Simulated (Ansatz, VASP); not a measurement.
# Two plane-wave programs on NaInSe

```xyz
3
Lattice="4.1533 0.0000 0.0000 0.0000 4.1533 0.0000 0.0000 0.0000 5.5693" Properties=species:S:1:pos:R:3 pbc="T T T"
Na    0.0000    0.0000    2.7846
In    2.0767    2.0767    0.0000
Se    2.0767    2.0767    2.7846
```

Alike in both runs: functional PBE; k mesh 4 × 4 × 4; occupations gaussian, width 0.1 eV; no spin polarisation.

Ansatz relaxed the structure, and its values are those at the end. VASP's run is a single point on that final structure, the one shown.

|  | VASP | Ansatz |
| --- | --- | --- |
| version | VASP 6.6.1 | Ansatz 0.2.0 |
| potentials or method | VASP PAW PBE potentials, release 64 (Na_pv, In_d, Se), cutoff 520 eV | scalar-relativistic, plane waves, PAW |
| valence electrons in the cell | 26 | 38 |

|  | VASP | Ansatz | Ansatz less VASP |
| --- | --- | --- | --- |
| gap on the k mesh at the Fermi level (eV) | none | none | - |
| pressure (GPa) | 0.1 | 0.1 | -0.01 |

A gap of «none» marks a metal or a gap that the smearing closes. VASP's potentials hold 26 valence electrons a cell and Ansatz's 38, so a difference there can come from the potentials and not from the codes.

The k mesh is coarse, so the values compare programs but aren't converged.
